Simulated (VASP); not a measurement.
# TaN (P6/mmm) in VASP: a series of runs, part 2 of 4

VASP 6.6.1. Earlier steps stand in the parts before.

**3. Single point, PBEsol, collinear spin (11.80 Å³/atom)**

This run uses another cell than the first one, of 11.80 Å³/atom.

File INCAR:

```
SYSTEM = TaN
ALGO     = Normal         ! electronic algorithm
EDIFF    = 1E-6           ! SCF threshold, eV
ENCUT    = 520            ! plane-wave cutoff, eV
GGA      = PS             ! functional
ISIF     = 2              ! what is computed and relaxed
ISMEAR   = 0              ! smearing method
ISPIN    = 2              ! spin polarisation
LASPH    = .TRUE.         ! aspherical terms in the spheres
LCHARG   = .FALSE.        ! write CHGCAR
LMAXMIX  = 4              ! l up to which the mixer works
LORBIT   = 11             ! projections on sites
LREAL    = .FALSE.        ! projectors in reciprocal space
LWAVE    = .FALSE.        ! write WAVECAR
MAGMOM   = 0.05 -0.05 -0.05 0 0 0 ! initial moments
NBANDS   = 37             ! bands
NELM     = 150            ! most SCF steps
PREC     = Accurate       ! precision mode
SIGMA    = 0.05           ! smearing width, eV
```

File KPOINTS:

```
k-points
0
G
  6 6 8
  0 0 0
```

File POSCAR:

```
TaN
1.0
    5.2893376457      0.0000000000      0.0000000000
   -2.6446688229      4.5807007704      0.0000000000
    0.0000000000      0.0000000000      2.9222834361
Ta N
3 3
Direct
    0.0000000000      0.0000000000      0.0000000000
    0.3333333333      0.6666666667      0.5000000000
    0.6666666667      0.3333333333      0.5000000000
    0.5000000000      0.0000000000      0.0000000000
    0.5000000000      0.5000000000      0.0000000000
    0.0000000000      0.5000000000      0.0000000000
```

Potentials or basis: VASP PAW PBE potentials, release 64 (Ta_pv, N).

Run with:

```
> cat potpaw_PBE.64/Ta_pv/POTCAR potpaw_PBE.64/N/POTCAR > POTCAR
> mpirun -np 1 vasp_std > vasp.out
```

OUTCAR:

```text
SYSTEM = TaN
   EDIFF = 1E-6
   ENCUT = 520
   GGA = PS
   ISIF = 2
   ISMEAR = 0
   ISPIN = 2
   LASPH = .TRUE.
   LORBIT = 11
   LREAL = .FALSE.
   NELM = 150
   PREC = Accurate

 ion  position               nearest neighbor table
   1  0.000  0.000  0.000-   4 2.64   4 2.64   5 2.64   5 2.64   6 2.64   6 2.64   3 3.39   3 3.39
                             2 3.39   2 3.39   2 3.39   3 3.39   2 3.39   3 3.39   2 3.39   3 3.39
   2  0.333  0.667  0.500-   6 2.11   6 2.11   4 2.11   4 2.11   5 2.11   5 2.11   3 3.05   3 3.05
                             3 3.05   1 3.39   1 3.39   1 3.39   1 3.39   1 3.39   1 3.39
   3  0.667  0.333  0.500-   6 2.11   6 2.11   4 2.11   4 2.11   5 2.11   5 2.11   2 3.05   2 3.05
                             2 3.05   1 3.39   1 3.39   1 3.39   1 3.39   1 3.39   1 3.39
   4  0.500  0.000  0.000-   2 2.11   3 2.11   2 2.11   3 2.11   1 2.64   1 2.64
   5  0.500  0.500  0.000-   2 2.11   3 2.11   2 2.11   3 2.11   1 2.64   1 2.64
   6  0.000  0.500  0.000-   2 2.11   3 2.11   2 2.11   3 2.11   1 2.64   1 2.64

  LATTYP: Found a hexagonal cell.
 ALAT       =     5.2893376457
 C/A-ratio  =     0.5524857046

  Lattice vectors:

 A1 = (   5.2893376457,   0.0000000000,   0.0000000000)
 A2 = (  -2.6446688229,   4.5807007704,   0.0000000000)
 A3 = (   0.0000000000,   0.0000000000,   2.9222834361)

Analysis of symmetry for initial positions (statically):
=====================================================================
 Subroutine PRICEL returns:
 Original cell was already a primitive cell.

 Routine SETGRP: Setting up the symmetry group for a
 hexagonal supercell.

 Subroutine GETGRP returns: Found 24 space group operations
 (whereof 24 operations were pure point group operations)
 out of a pool of 24 trial point group operations.

The static configuration has the point symmetry D_6h.

Analysis of symmetry for dynamics (positions and initial velocities):
=====================================================================
 Subroutine PRICEL returns:
 Original cell was already a primitive cell.

 Routine SETGRP: Setting up the symmetry group for a
 hexagonal supercell.

 Subroutine GETGRP returns: Found 24 space group operations
 (whereof 24 operations were pure point group operations)
 out of a pool of 24 trial point group operations.

The dynamic configuration has the point symmetry D_6h.

Analysis of structural, dynamic, and magnetic symmetry:
=====================================================================
 Subroutine PRICEL returns:
 Original cell was already a primitive cell.

 Routine SETGRP: Setting up the symmetry group for a
 hexagonal supercell.

 Subroutine GETGRP returns: Found 24 space group operations
 (whereof 24 operations were pure point group operations)
 out of a pool of 24 trial point group operations.

The overall configuration has the point symmetry D_6h.

 Subroutine INISYM returns: Found 24 space group operations
 (whereof 24 operations are pure point group operations),
 and found     1 'primitive' translations

----------------------------------------------------------------------------------------

                                     Primitive cell

  volume of cell :      70.8036

  direct lattice vectors                    reciprocal lattice vectors
     5.289337646  0.000000000  0.000000000     0.189059589  0.109153604  0.000000000
    -2.644668823  4.580700770  0.000000000     0.000000000  0.218307209  0.000000000
[... 103 lines left out ...]
   PSTRESS=    0.0 pullay stress
   NELECT =      48.0000    total number of electrons
   NUPDOWN=      -1.0000    fix difference up-down
   EMIN   =  10.00;   EMAX   =-10.00  energy-range for DOS
   EFERMI =   0.00;   METHOD = LEGACY
   ISMEAR =     0;   SIGMA  =   0.05  broadening in eV -4-tet -1-fermi 0-gaus
   EFERMI_NEDOS =   21; number of points for ismear=-14 and -15
   IALGO  =     38    algorithm
   IMIX   =      4    mixing-type and parameters
     AMIX     =   0.40;   BMIX     =  1.00
     AMIX_MAG =   1.60;   BMIX_MAG =  1.00
  volume/ion in A,a.u.               =      11.80        79.63
  Fermi-wavevector in a.u.,A,eV,Ry     =   1.438147  2.717704 28.140493  2.068268
  Thomas-Fermi vector in A             =   2.557146
   LORBIT       =     11    0 simple, 1 ext, 2 COOP (PROOUT), +10 PAW based schemes
   GGA     = PS    functional components
   LHFCALC =     F    Hartree Fock is set to
   AEXX    =    0.0000 exact exchange contribution
   IVDW    =     0    specifies the selected vdW correction
   LEPSILON=     F    determine dielectric tensor
   LRPA    =     F    only Hartree local field effects (RPA)
 spin polarized calculation
 Gauss-broadening in eV      SIGMA  =   0.05
  energy-cutoff  :      520.00
  volume of cell :       70.80
 maximum number of plane-waves:      1932
 NGX is ok and might be reduce to    40
   NGX = 19   NGY = 19   NGZ = 11

 number of electron      48.0000005 magnetization      -0.0000603

 number of electron      48.0000005 magnetization       0.0000136

 Free energy of the ion-electron system (eV)
  ---------------------------------------------------
  ext. energy  EPLUGINS =         0.00000000
  ---------------------------------------------------
  free energy    TOTEN  =       -68.62915079 eV

  energy without entropy =      -68.62665535  energy(sigma->0) =      -68.62790307

 E-fermi :   7.6177     XC(G=0): -12.9639

 val. band max:        7.5961006406   @ k =   0.1667   0.0000   0.2500
 cond. band min:       7.6256673361   @ k =   0.1667   0.0000   0.0000
 fundamental gap:      0.0295666956
 Fermi energy:         7.6177064625

 spin component 1

 k-point     1 :       0.0000    0.0000    0.0000
  band No.  band energies     occupation
      1     -28.5686      1.00000
      2     -28.5686      1.00000
      3     -28.2251      1.00000
      4     -28.2251      1.00000
      5     -28.0150      1.00000
      6     -27.9060      1.00000
[... 925 lines left out ...]
     35      13.0448      0.00000
     36      13.9142      0.00000

 [... further k-points ...]

 spin component 2

 k-point     1 :       0.0000    0.0000    0.0000
  band No.  band energies     occupation
      1     -28.5686      1.00000
      2     -28.5686      1.00000
      3     -28.2251      1.00000
      4     -28.2251      1.00000
      5     -28.0149      1.00000
      6     -27.9059      1.00000
[... 925 lines left out ...]
     35      13.0448      0.00000
     36      13.9142      0.00000

 [... further k-points ...]

 [bands above 36 left out]

------------------------ aborting loop because EDIFF is reached ----------------------------------------

  FORCE on cell =-STRESS in cart. coord.  units (eV):
  Direction    XX          YY          ZZ          XY          YZ          ZX
  --------------------------------------------------------------------------------------
  -------------------------------------------------------------------------------------
  Total       -4.4596218     -4.4596218     -4.4138487      0.0000000      0.0000000     -0.0000000
  in kB     -100.9143807   -100.9143807    -99.8786066      0.0000000      0.0000000     -0.0000000
  external PRESSURE =    -100.5691226 kB  Pullay stress =       0.0000000 kB

 VOLUME and BASIS-vectors are now :
 -----------------------------------------------------------------------------
  energy-cutoff  :      520.00
  volume of cell :       70.80
      direct lattice vectors                 reciprocal lattice vectors
     5.289337646  0.000000000  0.000000000     0.189059589  0.109153604  0.000000000
    -2.644668823  4.580700770  0.000000000     0.000000000  0.218307209  0.000000000
     0.000000000  0.000000000  2.922283436     0.000000000  0.000000000  0.342198155

 POSITION                                       TOTAL-FORCE (eV/Angst)
 -----------------------------------------------------------------------------------
      0.00000      0.00000      0.00000        -0.000000      0.000000      0.000000
     -0.00000      3.05380      1.46114         0.000000      0.000000     -0.000000
      2.64467      1.52690      1.46114        -0.000000      0.000000      0.000000
      2.64467      0.00000      0.00000        -0.000000      0.000000      0.000000
      1.32233      2.29035      0.00000        -0.000000      0.000000      0.000000
     -1.32233      2.29035      0.00000        -0.000000      0.000000      0.000000
 -----------------------------------------------------------------------------------
    total drift:                               -0.000000      0.000000     -0.000000

  FREE ENERGIE OF THE ION-ELECTRON SYSTEM (eV)
  ---------------------------------------------------
  free  energy   TOTEN  =       -68.6291507888 eV

  energy  without entropy=      -68.6266553481  energy(sigma->0) =      -68.62790307

 total charge

# of ion       s       p       d       tot
------------------------------------------
    1        0.265   6.099   2.228   8.592
    2        0.312   6.288   2.367   8.967
    3        0.312   6.288   2.367   8.967
    4        1.241   2.516   0.000   3.757
    5        1.241   2.516   0.000   3.757
    6        1.241   2.516   0.000   3.757
--------------------------------------------------
tot          4.611  26.224   6.963  37.798

 magnetization (x)

# of ion       s       p       d       tot
------------------------------------------
    1       -0.000  -0.000  -0.000  -0.000
    2       -0.000   0.000   0.000   0.000
    3       -0.000   0.000   0.000   0.000
    4       -0.000  -0.000   0.000  -0.000
    5       -0.000  -0.000   0.000  -0.000
    6       -0.000  -0.000   0.000  -0.000
--------------------------------------------------
tot         -0.000  -0.000  -0.000  -0.000
```

It took 4.6 min on 1 thread of Intel Xeon 8259CL, shared host; peak memory 0.3 GiB.

Results:

```
Free energy                                           : -68.6292 eV
Pressure                                              : -10.1 GPa
Band gap on the k mesh                                : zero (filled and empty bands overlap)
Net moment                                            : 0.00 μB per cell
Valence electrons inside the program's atomic spheres : Ta 8.59, 8.97 (each value once); N 3.76
```

Levels at points of the mesh, in eV from the Fermi level:
Spin up:
```
           k point  band 22  band 23  band 24  band 25  band 26  band 27
(0.00, 0.00, 0.00)    -2.46    -2.13    -1.25    -1.25     0.85     0.85
(0.50, 0.00, 0.00)    -2.97    -1.72    -0.78     1.16     1.71     1.75
(0.00, 0.00, 0.50)    -3.09    -1.88     0.79     0.79     1.51     1.55
(0.50, 0.00, 0.50)    -2.97    -2.05    -1.21     0.95     1.24     2.92
```
Spin down:
```tsv
k point	band 21	band 22	band 23	band 24	band 25	band 26	band 27	band 28
(0.00, 0.00, 0.00)	-3.06	-2.46	-2.13	-1.25	-1.25	0.85	0.85	0.93
(0.50, 0.00, 0.00)	-3.32	-2.97	-1.72	-0.78	1.16	1.71	1.75	2.21
(0.00, 0.00, 0.50)	-3.09	-3.09	-1.88	0.79	0.79	1.51	1.55	2.28
(0.50, 0.00, 0.50)	-3.30	-2.97	-2.05	-1.21	0.95	1.24	2.92	3.16
```

Caveat: the cell stands under tension; the PAW data sets were made with another functional, which shifts forces and pressure a little; spin-orbit coupling is left out, which moves the levels of the heavy elements.

[end of part 2 of 4]
